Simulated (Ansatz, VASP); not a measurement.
## N: VASP beside Ansatz

File INCAR:

```
PREC = Accurate ; ENCUT = 520
EDIFF = 1E-6 ; ISMEAR = 1
SIGMA = 0.01 ; LREAL = F
LASPH = T ; NELM = 80
ALGO = Normal ; ISIF = 2
LWAVE = F ; LCHARG = F
GGA = PS ; NBANDS = 18
```

Contents of KPOINTS:

```
Automatic mesh
0
Gamma
  4 4 3
```

Contents of POSCAR:

```
N
1.0
    4.0840620000      0.0000000000      0.0000000000
    0.0000000000      4.0840620000      0.0000000000
    0.0000000000      0.0000000000      5.3459130000
N
4
Direct
    0.9042750000      0.9042750000      0.0000000000
    0.5957250000      0.4342750000      0.5000000000
    0.0957250000      0.0957250000      0.0000000000
    0.4042750000      0.5957250000      0.5000000000
```

Input for Ansatz:

```yaml
crystal:
  lattice:
    - [4.084062, 0.0, 0.0]
    - [0.0, 4.084062, 0.0]
    - [0.0, 0.0, 5.345913]
  atoms:
    - { symbol: "N", position: [0.904275, 0.904275, 0.0] }
    - { symbol: "N", position: [0.595725, 0.43427499999999997, 0.5] }
    - { symbol: "N", position: [0.095725, 0.095725, 0.0] }
    - { symbol: "N", position: [0.404275, 0.595725, 0.5] }
basis:
  ecutwfc: 510.0
kpoints:
  mp_grid:
    grid: [4, 4, 3]
hamiltonian:
  xc: pbesol
  pseudopotentials:
    kind: paw
scf:
  occupations:
    method: cold
    width: 0.01
output:
  forces: true
```

Alike in both runs: task single point; functional PBEsol; k mesh 4 × 4 × 3; no spin polarisation.

|  | VASP | Ansatz |
| --- | --- | --- |
| version | VASP 6.6.1 | Ansatz 0.2.0 |
| potentials or method | VASP PAW PBE potentials, release 64 (N), cutoff 520 eV | plane waves, PAW |
| occupations | methfessel-paxton of order 1, width 0.01 eV | cold, width 0.01 eV |
| valence electrons in the cell | 20 | 20 |

```csv
,VASP,Ansatz,Ansatz less VASP
rms of the force components (eV/Å),7.782,5.937,-1.8454
```

VASP's potentials were made for PBE, not for PBEsol. Atom by atom the forces differ by 1.979 eV/Å (rms over components).

Noted on VASP's run: the standard files for N, O and F lose accuracy on very short bonds.
